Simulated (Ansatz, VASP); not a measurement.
# Two plane-wave programs on MgS

POSCAR

```
MgS
1.0
    0.0000000000      2.7752850422      2.7752850422
    2.7752850422      0.0000000000      2.7752850422
    2.7752850422      2.7752850422      0.0000000000
S Mg
1 1
Direct
    0.2500000000      0.2500000000      0.2500000000
    0.0000000000      0.0000000000      0.0000000000
```

Contents of INCAR.step1:

```
SYSTEM = MgS
PREC     = Accurate       ! precision mode
ENCUT    = 520            ! plane-wave cutoff, eV
EDIFF    = 1E-5           ! SCF threshold, eV
ISMEAR   = -1             ! smearing method
SIGMA    = 0.05           ! smearing width, eV
LREAL    = .False.        ! projectors in reciprocal space
LASPH    = .True.         ! aspherical terms in the spheres
NELM     = 80             ! most SCF steps
ALGO     = Normal         ! electronic algorithm
ISIF     = 2              ! what is computed and relaxed
LWAVE    = .True.         ! write WAVECAR
LCHARG   = .False.        ! write CHGCAR
NBANDS   = 11             ! bands
GGA      = PE             ! functional
```

Contents of INCAR.step2:

```
SYSTEM = MgS
PREC     = Accurate       ! precision mode
ENCUT    = 520            ! plane-wave cutoff, eV
EDIFF    = 1E-7           ! SCF threshold, eV
ISMEAR   = -1             ! smearing method
SIGMA    = 0.05           ! smearing width, eV
LREAL    = .False.        ! projectors in reciprocal space
LASPH    = .True.         ! aspherical terms in the spheres
NELM     = 80             ! most SCF steps
ALGO     = Normal         ! electronic algorithm
ISIF     = 2              ! what is computed and relaxed
LWAVE    = .False.        ! write WAVECAR
LCHARG   = .False.        ! write CHGCAR
GGA      = PE             ! functional
LHFCALC  = .True.         ! exact exchange
HFSCREEN = 0.2079         ! screening, 1/A
PRECFOCK = Normal       
NBANDS   = 11             ! bands
ISTART   = 1
```

KPOINTS

```
regular mesh
0
Gamma
  6 6 6
  0 0 0
```

The input input:

```
crystal:
  lattice:
    - [0.0, 2.7752850422, 2.7752850422]
    - [2.7752850422, 0.0, 2.7752850422]
    - [2.7752850422, 2.7752850422, 0.0]
  atoms:
    - { symbol: S, position: [0.25, 0.25, 0.25] }
    - { symbol: Mg, position: [0.0, 0.0, 0.0] }
hamiltonian:
  xc: hse06
  pseudopotentials: { kind: paw }
kpoints:
  mp_grid: { grid: [6, 6, 6] }
scf:
  occupations: { method: fermi_dirac, width: 0.05 }
output:
  forces: true
  stress: true
  eigenvalues: true
```

Alike in both runs: task single point; functional HSE06; k mesh 6 × 6 × 6; occupations fermi-dirac, width 0.05 eV; no spin polarisation.

```csv
,VASP,Ansatz
version,VASP 6.6.1,Ansatz 0.2.0
potentials or method,"VASP PAW PBE potentials, release 64 (S, Mg)",Ansatz PAW
plane-wave cutoff (eV),520,420
valence electrons in the cell,8,16
```

|  | VASP | Ansatz | Ansatz less VASP |
| --- | --- | --- | --- |
| gap on the k mesh at the Fermi level (eV) | 4.81 | 4.82 | +0.007 |
| least direct gap on the mesh (eV) | 4.84 | 4.85 | +0.015 |
| pressure (GPa) | 3.9 | 4.0 | +0.17 |

The functional is the same, so the differences come from potentials, cutoffs and numerics. VASP's potentials hold 8 valence electrons a cell and Ansatz's 16, so a difference there can come from the potentials and not from the codes.
